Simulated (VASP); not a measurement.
Crystal: In.

```
In
1.0
    -1.88253    1.88253    1.88253
     1.88253   -1.88253    1.88253
     1.88253    1.88253   -1.88253
In
1
Direct
  0.00000 0.00000 0.00000
```

Base run:

```yaml
Program: VASP 6.6.1
Functional: r2SCAN
Potentials_or_basis: VASP PAW PBE potentials, release 64 (In_d)
Cutoff: 520 eV
k_mesh: 10 × 10 × 10
Occupations: fermi-dirac, width 0.05 eV
Spin: no spin polarisation
```

Its results: pressure -0.1 GPa.

Q: The run is repeated on the same cell with these changes: k mesh from 10 × 10 × 10 to 6 × 6 × 6. What comes out?

A: Pressure -0.9 GPa.

Caveats: some runs use coarse meshes; the PAW data sets were made with another functional, which shifts forces and pressure a little.
